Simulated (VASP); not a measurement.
# HfTl2PbS4 (P1) in VASP: single point with r2SCAN

Aim: the single point of HfTl2PbS4 with r2SCAN.

Program: VASP 6.6.1. These are calculated values, not measurements. Logs are shortened: lines on timing, memory, paths and dates and some standing lists are left out, and cuts for length are marked.

### Step 1. The cell of the first run

The typed cell holds 16 atoms: a = 8.170 Å, b = 8.552 Å, c = 6.633 Å, α = 72.60°, β = 90.05°, γ = 117.32°.

### Step 2. Single point, r2SCAN

POSCAR

```
HfTl2PbS4
1.0
    0.0853380000      8.1698020000      0.0337810000
    7.5566710000     -4.0046550000     -0.0495230000
    2.2019450000     -0.0030450000     -6.2573370000
Tl Pb Hf S
4 2 2 8
Direct
    0.6255640000      0.4877610000      0.7546000000
    0.1267780000      0.5287130000      0.7072250000
    0.3872150000      0.5004280000      0.2629500000
    0.8673420000      0.5041270000      0.2565570000
    0.6146090000      0.0270370000      0.7195320000
    0.3497510000      0.9493650000      0.2809190000
    0.1242180000      0.0330570000      0.7620850000
    0.8804530000      0.9947360000      0.2368850000
    0.1954700000      0.1916490000      0.9992660000
    0.0016580000      0.8288140000      0.5383410000
    0.8111830000      0.8304670000      0.0270980000
    0.0003820000      0.1512200000      0.5116840000
    0.4848090000      0.2159530000      0.5159420000
    0.2412970000      0.7957690000      0.9019320000
    0.5694860000      0.8007680000      0.4488550000
    0.7737940000      0.2304920000      0.0325460000
```

INCAR.step1

```
PREC = Accurate
ENCUT = 520
ISMEAR = -1
SIGMA = 0.0159
LREAL = Auto
LASPH = True
NELM = 80
NBANDS = 88
GGA = PE
ALGO = Normal
EDIFF = 1E-4
LWAVE = True
LCHARG = False
```

INCAR.step2

```
PREC = Accurate
ENCUT = 520
EDIFF = 1E-6
ISMEAR = -1
SIGMA = 0.0159
LREAL = Auto
LASPH = True
NELM = 80
ALGO = Normal
ISIF = 2
LWAVE = False
LCHARG = True
METAGGA = R2SCAN
LMIXTAU = True
LELF = True
LVHAR = True
NBANDS = 88
ISTART = 1
```

KPOINTS

```
Automatic mesh
0
Gamma
  3 3 3
  0 0.5 0.5
```

Potentials or basis: VASP PAW PBE potentials, release 64 (Tl_d, Pb_d, Hf_pv, S).

On the command line:

```sh
$ cat potpaw_PBE.64/Tl_d/POTCAR potpaw_PBE.64/Pb_d/POTCAR potpaw_PBE.64/Hf_pv/POTCAR potpaw_PBE.64/S/POTCAR > POTCAR
$ cp INCAR.step1 INCAR
$ mpirun -np 1 vasp_std > vasp.out
$ cp INCAR.step2 INCAR
$ mpirun -np 1 vasp_std > vasp.out
```

OUTCAR:

```text
PREC = Accurate
   ENCUT = 520
   EDIFF = 1E-6
   ISMEAR = -1
   LREAL = Auto
   LASPH = True
   NELM = 80
   ISIF = 2
   METAGGA = R2SCAN
   ISTART = 1

 ion  position               nearest neighbor table
   1  0.626  0.488  0.755-  13 3.00  10 3.05  15 3.06  16 3.12   9 3.28   4 3.78   3 3.80   4 3.88
                             3 3.95   2 3.95   5 3.98
   2  0.127  0.529  0.707-  14 2.75  16 3.07  10 3.09   9 3.24  15 3.37   6 3.49   4 3.66   3 3.77
                             1 3.95   4 4.12
   3  0.387  0.500  0.263-  13 2.95  15 2.95  12 3.17  11 3.29   9 3.38   2 3.77   1 3.80   4 3.91
                             1 3.95   7 3.97   6 4.03
   4  0.867  0.504  0.257-  16 2.95  11 2.99  13 3.03  14 3.26   2 3.66   1 3.78   1 3.88   5 3.89
                             3 3.91   6 4.08   2 4.12
   5  0.615  0.027  0.720-  13 2.41  14 2.78  15 2.92  12 3.00  16 3.02  11 3.16   6 3.66   4 3.89
                             1 3.98   6 4.03
   6  0.350  0.949  0.281-  15 2.71  10 2.89  13 2.94   9 3.07  14 3.12  16 3.24   2 3.49   5 3.66
                             7 3.93   3 4.03   5 4.03   4 4.08
   7  0.124  0.033  0.762-  12 2.18   9 2.28  10 2.49  14 2.56  11 2.60  13 2.84   8 3.58   6 3.93
                             3 3.97
   8  0.880  0.995  0.237-  11 2.16  15 2.43  12 2.52   9 2.53  10 2.57  16 2.58   7 3.58
   9  0.195  0.192  0.999-   7 2.28   8 2.53   6 3.07   2 3.24   1 3.28   3 3.38
  10  0.002  0.829  0.538-   7 2.49   8 2.57  12 2.71   6 2.89   1 3.05   2 3.09
  11  0.811  0.830  0.027-   8 2.16   7 2.60   4 2.99   5 3.16   3 3.29
  12  0.000  0.151  0.512-   7 2.18   8 2.52  10 2.71   5 3.00   3 3.17
  13  0.485  0.216  0.516-   5 2.41   7 2.84   6 2.94   3 2.95   1 3.00   4 3.03
  14  0.241  0.796  0.902-   7 2.56   2 2.75   5 2.78   6 3.12   4 3.26
  15  0.569  0.801  0.449-   8 2.43   6 2.71   5 2.92   3 2.95   1 3.06   2 3.37
  16  0.774  0.230  0.033-   8 2.58   4 2.95   5 3.02   2 3.07   1 3.12   6 3.24

  LATTYP: Found a triclinic cell.
 ALAT       =    14.9042446017
 B/A-ratio  =     0.5481872945
 C/A-ratio  =     0.4450721006
 COS(alpha) =     0.0008920442
 COS(beta)  =     0.2744914449
 COS(gamma) =     0.8333782880

  Lattice vectors:

 A1 = (   5.5254020000,  12.3379940000,   6.2753760000)
 A2 = (   0.0853380000,   8.1698020000,   0.0337810000)
 A3 = (  -2.2019450000,   0.0030450000,   6.2573370000)

Analysis of symmetry for initial positions (statically):
=====================================================================
 Subroutine PRICEL returns:
 Original cell was already a primitive cell.

 Routine SETGRP: Setting up the symmetry group for a
 triclinic supercell.

 Subroutine GETGRP returns: Found  1 space group operations
 (whereof  1 operations were pure point group operations)
 out of a pool of  2 trial point group operations.

The static configuration has the point symmetry C_1 .

Analysis of symmetry for dynamics (positions and initial velocities):
=====================================================================
 Subroutine PRICEL returns:
 Original cell was already a primitive cell.

 Routine SETGRP: Setting up the symmetry group for a
 triclinic supercell.

 Subroutine GETGRP returns: Found  1 space group operations
 (whereof  1 operations were pure point group operations)
 out of a pool of  2 trial point group operations.

The dynamic configuration has the point symmetry C_1 .

 Subroutine INISYM returns: Found  1 space group operations
 (whereof  1 operations are pure point group operations),
 and found     1 'primitive' translations

----------------------------------------------------------------------------------------

                                     Primitive cell

  volume of cell :     387.8508

  direct lattice vectors                    reciprocal lattice vectors
     0.085338000  8.169802000  0.033781000     0.064608163  0.121633357  0.022676299
     7.556671000 -4.004655000 -0.049523000     0.131806113 -0.001568574  0.046383084
     2.201945000 -0.003045000 -6.257337000    -0.000694370  0.000669067 -0.160057066

  length of vectors
     8.170317524  8.552367555  6.633463453     0.139581885  0.139737978  0.160059971

  position of ions in fractional coordinates (direct lattice)
     0.625564000  0.487761000  0.754600000
     0.126778000  0.528713000  0.707225000
     0.387215000  0.500428000  0.262950000
     0.867342000  0.504127000  0.256557000
     0.614609000  0.027037000  0.719532000
     0.349751000  0.949365000  0.280919000
[... 8 lines left out ...]
     0.569486000  0.800768000  0.448855000
     0.773794000  0.230492000  0.032546000

  ion indices of the primitive-cell ions
   primitive index   ion index
                 1           1
                 2           2
                 3           3
                 4           4
                 5           5
                 6           6
[... 8 lines left out ...]
                15          15
                16          16

----------------------------------------------------------------------------------------

 KPOINTS: Automatic mesh

Automatic generation of k-mesh.
 Grid dimensions read from file:
 generate k-points for:    3    3    3

 Generating k-lattice:

  Cartesian coordinates                     Fractional coordinates (reciprocal lattice)
     0.021536054  0.040544452  0.007558766     0.333333333 -0.000000000  0.000000000
     0.043935371 -0.000522858  0.015461028    -0.000000000  0.333333333 -0.000000000
    -0.000231457  0.000223022 -0.053352355     0.000000000  0.000000000  0.333333333

  Length of vectors
     0.046527295  0.046579326  0.053353324

  Shift w.r.t. Gamma in fractional coordinates (k-lattice)
     0.000000000  0.500000000  0.500000000

 Subroutine IBZKPT returns following result:
 ===========================================

 Found     14 irreducible k-points:

 Following reciprocal coordinates:
            Coordinates               Weight
  0.000000  0.166667  0.166667      2.000000
  0.333333  0.166667  0.166667      2.000000
 -0.333333  0.166667  0.166667      2.000000
 -0.000000  0.500000  0.166667      2.000000
  0.333333  0.500000  0.166667      2.000000
 -0.333333  0.500000  0.166667      2.000000
 -0.000000 -0.166667  0.166667      2.000000
  0.333333 -0.166667  0.166667      2.000000
 -0.333333 -0.166667  0.166667      2.000000
  0.000000  0.166667  0.500000      2.000000
  0.333333  0.166667  0.500000      2.000000
 -0.333333  0.166667  0.500000      2.000000
 -0.000000  0.500000  0.500000      1.000000
  0.333333  0.500000  0.500000      2.000000
   k-points           NKPTS =     14   k-points in BZ     NKDIM =     14   number of bands    NBANDS=     88
   number of dos      NEDOS =    301   number of ions     NIONS =     16
   total plane-waves  NPLWV = 204800
   dimension x,y,z NGX =    64 NGY =   64 NGZ =   50
   dimension x,y,z NGXF=   128 NGYF=  128 NGZF=  100
   ions per type =               4   2   2   8
   NGX,Y,Z   is equivalent  to a cutoff of  13.02, 12.44, 12.53 a.u.
   NGXF,Y,Z  is equivalent  to a cutoff of  26.04, 24.88, 25.06 a.u.
 SYSTEM =  unknown system
   PREC   = accura    normal or accurate (medium, high low for compatibility)
   ISTART =      1    job   : 0-new  1-cont  2-samecut
   ICHARG =      0    charge: 1-file 2-atom 10-const
   ISPIN  =      1    spin polarized calculation?
   LNONCOLLINEAR =      F non collinear calculations
   LSORBIT =      F    spin-orbit coupling
   LASPH  =      T    aspherical Exc in radial PAW
   ENCUT  =  520.0 eV  38.22 Ry    6.18 a.u.  15.19 15.90 12.33*2*pi/ulx,y,z
   NELM   =     80;   NELMIN=  2; NELMDL=  0     # of ELM steps
   EDIFF  = 0.1E-05   stopping-criterion for ELM
   LREAL  =      T    real-space projection
   EDIFFG = 0.1E-04   stopping-criterion for IOM
   NSW    =      0    number of steps for IOM
   IBRION =     -1    ionic relax: 0-MD 1-quasi-New 2-CG
   NFREE  =      0    steps in history (QN), initial steepest desc. (CG)
   ISIF   =      2    stress and relaxation
   ISYM   =      2    0-nonsym 1-usesym 2-fastsym
   POTIM  = 0.5000    time-step for ionic-motion
   TEBEG  =    0.0;   TEEND  =   0.0 temperature during run
   PSTRESS=    0.0 pullay stress
   NELECT =     148.0000    total number of electrons
   NUPDOWN=      -1.0000    fix difference up-down
   EMIN   =  10.00;   EMAX   =-10.00  energy-range for DOS
   EFERMI =   0.00;   METHOD = LEGACY
   ISMEAR =    -1;   SIGMA  =   0.02  broadening in eV -4-tet -1-fermi 0-gaus
   EFERMI_NEDOS =   21; number of points for ismear=-14 and -15
   IALGO  =     38    algorithm
   IMIX   =      4    mixing-type and parameters
     AMIX     =   0.40;   BMIX     =  1.00
     AMIX_MAG =   1.60;   BMIX_MAG =  1.00
  volume/ion in A,a.u.               =      24.24       163.58
  Fermi-wavevector in a.u.,A,eV,Ry     =   1.187428  2.243913 19.184005  1.409985
  Thomas-Fermi vector in A             =   2.323579
   LORBIT       =      0    0 simple, 1 ext, 2 COOP (PROOUT), +10 PAW based schemes
   METAGGA = R2SCAN    functional components
   LHFCALC =     F    Hartree Fock is set to
   AEXX    =    0.0000 exact exchange contribution
   IVDW    =     0    specifies the selected vdW correction
   LEPSILON=     F    determine dielectric tensor
   LRPA    =     F    only Hartree local field effects (RPA)
 non-spin polarized calculation
  energy-cutoff  :      520.00
  volume of cell :      387.85
 maximum number of plane-waves:     10467
 NGX is ok and might be reduce to    64
   NGX = 31   NGY = 31   NGZ = 25

 number of electron     148.0000003 magnetization

 Free energy of the ion-electron system (eV)
  ---------------------------------------------------
  ext. energy  EPLUGINS =         0.00000000
  ---------------------------------------------------
  free energy    TOTEN  =      -492.51949439 eV

  energy without entropy =     -492.51949439  energy(sigma->0) =     -492.51949439

 E-fermi :   5.6240     XC(G=0): -10.3579

 val. band max:        5.2001349659   @ k =  -0.0000   0.5000   0.1667
 cond. band min:       6.3402516227   @ k =   0.0000   0.1667   0.1667
 fundamental gap:      1.1401166568
 Fermi energy:         5.6239854060

 k-point     1 :       0.0000    0.1667    0.1667
  band No.  band energies     occupation
      1     -26.8757      2.00000
      2     -26.8093      2.00000
      3     -26.7504      2.00000
      4     -26.7253      2.00000
      5     -26.6691      2.00000
      6     -26.5887      2.00000
[... 1235 lines left out ...]
     85       8.4674      0.00000
     86       8.6766      0.00000
 [bands above 86 left out]

------------------------ aborting loop because EDIFF is reached ----------------------------------------

  FORCE on cell =-STRESS in cart. coord.  units (eV):
  Direction    XX          YY          ZZ          XY          YZ          ZX
  --------------------------------------------------------------------------------------
  -------------------------------------------------------------------------------------
  Total       28.0808166     17.5793188     22.9250209     -5.2074467     -8.8708807     -6.7167952
  in kB      115.9993795     72.6186174     94.7012418    -21.5115034    -36.6448268    -27.7464894
  external PRESSURE =      94.4397462 kB  Pullay stress =       0.0000000 kB

 VOLUME and BASIS-vectors are now :
 -----------------------------------------------------------------------------
  energy-cutoff  :      520.00
  volume of cell :      387.85
      direct lattice vectors                 reciprocal lattice vectors
     0.085338000  8.169802000  0.033781000     0.064608163  0.121633357  0.022676299
     7.556671000 -4.004655000 -0.049523000     0.131806113 -0.001568574  0.046383084
     2.201945000 -0.003045000 -6.257337000    -0.000694370  0.000669067 -0.160057066

 POSITION                                       TOTAL-FORCE (eV/Angst)
 -----------------------------------------------------------------------------------
      5.40082      3.15512     -4.72481         0.304185     -0.040817     -0.354190
      5.56340     -1.08372     -4.44725        -0.691962     -0.038760      0.024062
      4.39362      1.15863     -1.65707        -0.110715     -0.317417      0.467158
      4.44846      5.06638     -1.60103        -0.001302      0.566101     -0.026707
      1.84113      4.91077     -4.48293        -0.922599      2.051200     -1.858024
      7.82245     -0.94534     -1.79301         0.383879     -0.351764      0.847942
[... 8 lines left out ...]
      7.08809      1.44442     -2.82906        -0.481910     -0.214500     -0.876394
      1.87945      5.39860     -0.18893        -0.091085     -0.009335     -0.027217
 -----------------------------------------------------------------------------------
    total drift:                               -0.002411      0.011582     -0.001234

  FREE ENERGIE OF THE ION-ELECTRON SYSTEM (eV)
  ---------------------------------------------------
  free  energy   TOTEN  =      -492.5194943936 eV

  energy  without entropy=     -492.5194943936  energy(sigma->0) =     -492.51949439
```

It took 29 min on 1 thread of AMD EPYC 9R45 (Zen 5), shared host; peak memory 0.69 GiB.

Results:

| Quantity | Value |
| --- | --- |
| Free energy | -492.5195 eV |
| Pressure | 9.4 GPa |
| Largest force | 5.663 eV/Å |
| Band gap on the k mesh | 1.14 eV (least direct gap 1.69 eV) |

Forces on the atoms (eV/Å):
```
Tl   0.304 -0.041 -0.354
Tl  -0.692 -0.039  0.024
Tl  -0.111 -0.317  0.467
Tl  -0.001  0.566 -0.027
Pb  -0.923  2.051 -1.858
Pb   0.384 -0.352  0.848
Hf  -2.329  3.212 -1.559
Hf   3.561 -0.541 -2.014
S    2.644  0.686 -1.368
S   -2.498  0.615  0.961
S   -4.568  0.452  3.316
S    3.403 -3.441  2.653
S    1.070 -2.764  1.215
S    0.329  0.138 -1.401
S   -0.482 -0.214 -0.876
S   -0.091 -0.009 -0.027
```

Caveat: the cell stands under pressure; the PAW data sets were made with another functional, which shifts forces and pressure a little; spin-orbit coupling is left out, which moves the levels of the heavy elements; a shifted mesh leaves out Γ, where band edges can lie. A k mesh can miss the band edges.
